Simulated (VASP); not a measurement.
# CdS (Hawleyite) (F-43m) in VASP: further runs, part 2 of 2

VASP 6.6.1.

### Step 3. Relaxation of cell and atoms, PBEsol, target pressure 20 GPa, at which the enthalpy is minimised

INCAR

```
PREC = Accurate
ENCUT = 600
EDIFF = 1E-6
ISMEAR = -1
SIGMA = 0.05
LREAL = False
LASPH = True
NELM = 60
ALGO = Normal
ISIF = 3
LWAVE = False
LCHARG = False
GGA = PS
IBRION = 2
NSW = 80
EDIFFG = -0.01
PSTRESS = 200.0
```

KPOINTS

```
Automatic mesh
0
Gamma
  8 8 8
```

POSCAR

```
CdS
1.0
    0.0000000000      2.9165000000      2.9165000000
    2.9165000000      0.0000000000      2.9165000000
    2.9165000000      2.9165000000      0.0000000000
Cd S
1 1
Direct
    0.0000000000      0.0000000000      0.0000000000
    0.7500000000      0.7500000000      0.7500000000
```

Potentials or basis: VASP PAW PBE potentials, release 64 (Cd, S).

Run with:

```sh
$ cat potpaw_PBE.64/Cd/POTCAR potpaw_PBE.64/S/POTCAR > POTCAR
$ mpirun -np 1 vasp_std > vasp.out
```

OUTCAR:

```text
PREC = Accurate
   ENCUT = 600
   EDIFF = 1E-6
   ISMEAR = -1
   LREAL = False
   LASPH = True
   NELM = 60
   ISIF = 3
   GGA = PS
   IBRION = 2
   NSW = 80
   EDIFFG = -0.01
   PSTRESS = 200.0

 ion  position               nearest neighbor table
   1  0.000  0.000  0.000-   2 2.53   2 2.53   2 2.53   2 2.53
   2  0.750  0.750  0.750-   1 2.53   1 2.53   1 2.53   1 2.53

  LATTYP: Found a face centered cubic cell.
 ALAT       =     5.8330000000

  Lattice vectors:

 A1 = (   0.0000000000,   2.9165000000,   2.9165000000)
 A2 = (   2.9165000000,   0.0000000000,   2.9165000000)
 A3 = (   2.9165000000,   2.9165000000,   0.0000000000)

Analysis of symmetry for initial positions (statically):
=====================================================================
 Subroutine PRICEL returns:
 Original cell was already a primitive cell.

 Routine SETGRP: Setting up the symmetry group for a
 face centered cubic supercell.

 Subroutine GETGRP returns: Found 24 space group operations
 (whereof 24 operations were pure point group operations)
 out of a pool of 48 trial point group operations.

The static configuration has the point symmetry T_d .

Analysis of symmetry for dynamics (positions and initial velocities):
=====================================================================
 Subroutine PRICEL returns:
[... 127 lines left out ...]
   IMIX   =      4    mixing-type and parameters
     AMIX     =   0.40;   BMIX     =  1.00
     AMIX_MAG =   1.60;   BMIX_MAG =  1.00
  volume/ion in A,a.u.               =      24.81       167.41
  Fermi-wavevector in a.u.,A,eV,Ry     =   1.167599  2.206442 18.548649  1.363287
  Thomas-Fermi vector in A             =   2.304097
   LORBIT       =      0    0 simple, 1 ext, 2 COOP (PROOUT), +10 PAW based schemes
   GGA     = PS    functional components
   LHFCALC =     F    Hartree Fock is set to
   AEXX    =    0.0000 exact exchange contribution
   IVDW    =     0    specifies the selected vdW correction
   LEPSILON=     F    determine dielectric tensor
   LRPA    =     F    only Hartree local field effects (RPA)
 conjugate gradient relaxation of ions
 non-spin polarized calculation
  energy-cutoff  :      600.00
  volume of cell :       49.62
 maximum number of plane-waves:      1676
 NGX is ok and might be reduce to    36
   NGX = 17   NGY = 17   NGZ = 17

--------------------------------------- Ionic step        1  -------------------------------------------

 number of electron      17.9999999 magnetization

 Free energy of the ion-electron system (eV)
  ---------------------------------------------------
  ext. energy  EPLUGINS =         0.00000000
  ---------------------------------------------------
  free energy    TOTEN  =        -6.81366470 eV

  energy without entropy =       -6.81366430  energy(sigma->0) =       -6.81366450

 E-fermi :   1.7540     XC(G=0):  -9.3783

 val. band max:        1.2113536662   @ k =   0.0000   0.0000   0.0000
 cond. band min:       2.2196798862   @ k =   0.0000   0.0000   0.0000
 fundamental gap:      1.0083262200
 Fermi energy:         1.7539974458
[... 928 lines left out ...]
--------------------------------------- Ionic step        5  -------------------------------------------

 number of electron      18.0000001 magnetization

 Free energy of the ion-electron system (eV)
  ---------------------------------------------------
  ext. energy  EPLUGINS =         0.00000000
  ---------------------------------------------------
  free energy    TOTEN  =        -6.34214136 eV

  energy without entropy =       -6.34214135  energy(sigma->0) =       -6.34214136

 E-fermi :   3.9447     XC(G=0): -10.3599

 val. band max:        3.2171308815   @ k =   0.0000   0.0000   0.0000
 cond. band min:       4.6098467761   @ k =   0.0000   0.0000   0.0000
 fundamental gap:      1.3927158946
 Fermi energy:         3.9447345156
[... 417 lines left out ...]
  energy  without entropy=       -6.3421413542  energy(sigma->0) =       -6.34214136

  enthalpy is  TOTEN    =        -1.2807292565 eV   P V=        5.0614121076

 reached required accuracy - stopping structural energy minimisation
```

CONTCAR:

```text
CdS
   1.00000000000000
     0.0000000000000000    2.7267213809285527    2.7267213809285527
     2.7267213809285527   -0.0000000000000000    2.7267213809285527
     2.7267213809285527    2.7267213809285527    0.0000000000000000
  Cd              S
     1     1
Direct
     0.0000000000000000    0.0000000000000000    0.0000000000000000
     0.7500000000000000    0.7500000000000000    0.7500000000000000

  0.00000000E+00  0.00000000E+00  0.00000000E+00
  0.00000000E+00  0.00000000E+00  0.00000000E+00
```

Run time: 66 s. Hardware: 1 thread of Intel Xeon Platinum 8488C (Sapphire Rapids), shared host; peak memory 0.22 GiB.

What came out:

| Quantity | Value |
| --- | --- |
| Free energy | -6.3421 eV |
| Relaxed volume | 20.27 Å³/atom |
| Relaxed cell | a = 3.856 Å, b = 3.856 Å, c = 3.856 Å, α = 60.00°, β = 60.00°, γ = 60.00° |
| Space group after relaxing (to 0.05 Å) | F-43m (No. 216) |
| Energy change on relaxing (the enthalpy is what falls) | +235.8 meV/atom |
| Ionic steps | 5 |
| Pressure after relaxing | 20.0 GPa |
| Band gap on the k mesh | 1.39 eV, direct |

The path:
```csv
step,energy change (eV),largest force (eV/Å),pressure (GPa),volume (Å³)
1,0.0000,0.0000,0.09,49.62
2,3.4480,0.0000,90.78,30.61
3,0.4000,0.0000,17.92,41.15
4,0.4511,0.0000,19.44,40.71
5,0.4715,0.0000,20.01,40.55
```

Final structure:
```cif
data_structure
_symmetry_space_group_name_H-M 'P 1'
_symmetry_Int_Tables_number 1
_cell_length_a 3.8562
_cell_length_b 3.8562
_cell_length_c 3.8562
_cell_angle_alpha 60.000
_cell_angle_beta 60.000
_cell_angle_gamma 60.000
_cell_volume 40.55
loop_
_atom_site_label
_atom_site_type_symbol
_atom_site_fract_x
_atom_site_fract_y
_atom_site_fract_z
_atom_site_occupancy
Cd1 Cd 0.00000 0.00000 0.00000 1
S1 S 0.75000 0.75000 0.75000 1
```

Caveat: the cell is relaxed towards a set pressure, so the enthalpy falls and the energy may rise; the volume moved by over 15 % at a fixed basis, so the end points are rough; the PAW data sets were made with another functional, which shifts forces and pressure a little. Expect the measured gap to be larger: semilocal functionals such as PBEsol lack the derivative discontinuity.

### Step 4. Relaxation of cell and atoms, PBEsol, target pressure 30 GPa, at which the enthalpy is minimised

INCAR

```
  ALGO = Normal
  EDIFF = 1E-6
  EDIFFG = -0.01
  ENCUT = 600
  GGA = PS
  IBRION = 2
  ISIF = 3
  ISMEAR = -1
  LASPH = True
  LCHARG = False
  LREAL = False
  LWAVE = False
  NELM = 60
  NSW = 80
  PREC = Accurate
  PSTRESS = 300.0
  SIGMA = 0.05
```

KPOINTS

```
k-points
0
Gamma
  8 8 8
```

POSCAR is that of step 3.

Run with:

```sh
$ cat potpaw_PBE.64/Cd/POTCAR potpaw_PBE.64/S/POTCAR > POTCAR
$ mpirun -np 1 vasp_std > vasp.out
```

Wall time 71 s (1 thread of Intel Xeon Platinum 8488C (Sapphire Rapids), shared host); peak memory 0.23 GiB.

The run converged. Its results:

```
Free energy                                            : -5.9689 eV
Relaxed volume                                         : 19.07 Å³/atom
Relaxed cell                                           : a = 3.778 Å, b = 3.778 Å, c = 3.778 Å, α = 60.00°, β = 60.00°, γ = 60.00°
Space group after relaxing (to 0.05 Å)                 : F-43m (No. 216)
Energy change on relaxing (the enthalpy is what falls) : +422.4 meV/atom
Ionic steps                                            : 5
Pressure after relaxing                                : 30.0 GPa
Band gap on the k mesh                                 : 1.49 eV, direct
```

Step by step:
```
step  energy change (eV)  largest force (eV/Å)  pressure (GPa)  volume (Å³)
   1              0.0000                0.0000            0.09        49.62
   2             10.9080                0.0000          266.84        23.24
   3              0.5897                0.0000           23.30        39.67
   4              0.7289                0.0000           27.04        38.78
   5              0.8447                0.0000           30.03        38.13
```

Final structure:
```
Cd S
1.0
     0.00000    2.67146    2.67146
     2.67146    0.00000    2.67146
     2.67146    2.67146    0.00000
Cd S
1 1
Direct
  0.00000 0.00000 0.00000
  0.75000 0.75000 0.75000
```

Levels at points of the mesh, in eV from the valence-band top:
```tsv
k point	band 7	band 8	band 9	band 10	band 11	band 12
(0.00, 0.00, 0.00)	0.00	0.00	0.00	1.49	6.17	6.17
(0.50, 0.00, 0.00)	-6.43	-1.24	-1.24	3.11	6.73	6.73
(0.50, 0.50, 0.00)	-5.34	-3.05	-3.05	2.82	4.22	10.42
```

Caveat: the cell is relaxed towards a set pressure, so the enthalpy falls and the energy may rise; the volume moved by over 15 % at a fixed basis, so the end points are rough; the PAW data sets were made with another functional, which shifts forces and pressure a little. Expect the measured gap to be larger: semilocal functionals such as PBEsol lack the derivative discontinuity.

### Step 5. Single point, PBE

INCAR

```
SYSTEM = CdS
  ALGO = Normal
  EDIFF = 1E-7
  ENCUT = 520
  GGA = PE
  ISIF = 2
  ISMEAR = -1
  LASPH = .True.
  LCHARG = .False.
  LREAL = .False.
  LWAVE = .False.
  NBANDS = 16
  NELM = 60
  PREC = Accurate
  SIGMA = 0.05
```

KPOINTS

```
k-points
0
Gamma
  5 5 5
  0 0 0
```

POSCAR is that of step 4.

Run with:

```sh
$ cat potpaw_PBE.64/Cd/POTCAR potpaw_PBE.64/S/POTCAR > POTCAR
$ mpirun -np 1 vasp_std > vasp.out
```

Wall time 9 s (1 thread of Intel Xeon Platinum 8259CL at 2.50GHz (Skylake/Cascade Lake), shared host); peak memory 0.17 GiB.

The run converged. Its results:

* Free energy: -6.1131 eV
* Pressure: 3.2 GPa
* Band gap on the k mesh: 1.15 eV, direct

Levels at points of the mesh, in eV from the valence-band top:
| k point | band 5 | band 6 | band 7 | band 8 | band 9 | band 10 | band 11 | band 12 | band 13 | band 14 |
| --- | --- | --- | --- | --- | --- | --- | --- | --- | --- | --- |
| (0.00, 0.00, 0.00) | -7.26 | -7.26 | 0.00 | 0.00 | 0.00 | 1.15 | 6.54 | 6.54 | 6.54 | 11.44 |

A hybrid or GW would open this gap; PBE tends to underestimate it.

### Step 6. Single point, PBEsol

INCAR

```
  PREC = Accurate
  ENCUT = 520
  EDIFF = 1E-6
  ISMEAR = -1
  SIGMA = 0.05
  LREAL = F
  LASPH = T
  NELM = 100
  ALGO = Normal
  ISIF = 2
  LWAVE = F
  LCHARG = T
  GGA = PS
  LELF = T
  LVHAR = T
  NBANDS = 16
```

KPOINTS

```
Automatic mesh
0
Gamma
  5 5 5
```

POSCAR is that of step 5.

Potentials or basis: VASP PAW PBE potentials, release 64 (Cd, S).

Run with:

```sh
$ cat potpaw_PBE.64/Cd/POTCAR potpaw_PBE.64/S/POTCAR > POTCAR
$ mpirun -np 1 vasp_std > vasp.out
```

Run time: 8.5 s. Hardware: 1 thread of Intel Xeon Platinum 8259CL at 2.50GHz (Skylake/Cascade Lake), shared host; peak memory 0.17 GiB.

The run converged. Its results:

```yaml
Free_energy: -6.8043 eV
Pressure: 0.2 GPa
Band_gap_on_the_k_mesh: 1.00 eV, direct
```

Levels at points of the mesh, in eV from the valence-band top:
| k point | band 6 | band 7 | band 8 | band 9 | band 10 | band 11 | band 12 | band 13 |
| --- | --- | --- | --- | --- | --- | --- | --- | --- |
| (0.00, 0.00, 0.00) | -7.25 | 0.00 | 0.00 | 0.00 | 1.00 | 6.44 | 6.44 | 6.44 |

Caveat: the PAW data sets were made with another functional, which shifts forces and pressure a little.

### Step 7. Overview

```csv
task,level,cell,k mesh,cutoff (eV),gap on the mesh (eV),pressure (GPa)
relaxation of cell and atoms,PBEsol,relaxed to 10 GPa,8 × 8 × 8,600,1.25,10.1
relaxation of cell and atoms,PBEsol,relaxed to 20 GPa,8 × 8 × 8,600,1.39,20.0
relaxation of cell and atoms,PBEsol,relaxed to 30 GPa,8 × 8 × 8,600,1.49,30.0
single point,PBE,as given,5 × 5 × 5,520,1.15,3.2
single point,PBEsol,as given,5 × 5 × 5,520,1.00,0.2
```

Alike in all rows: potentials or basis VASP PAW PBE potentials, release 64 (Cd, S); no spin polarisation; smearing fermi-dirac 0.05 eV.

Caveats: the PAW data sets were made with another functional, which shifts forces and pressure a little (some runs); the cell is relaxed towards a set pressure, so the enthalpy falls and the energy may rise (some runs); the volume moved by over 15 % at a fixed basis, so the end points are rough (some runs).

Total energies depend on the potentials used, so only differences within one code and one set of settings carry meaning.
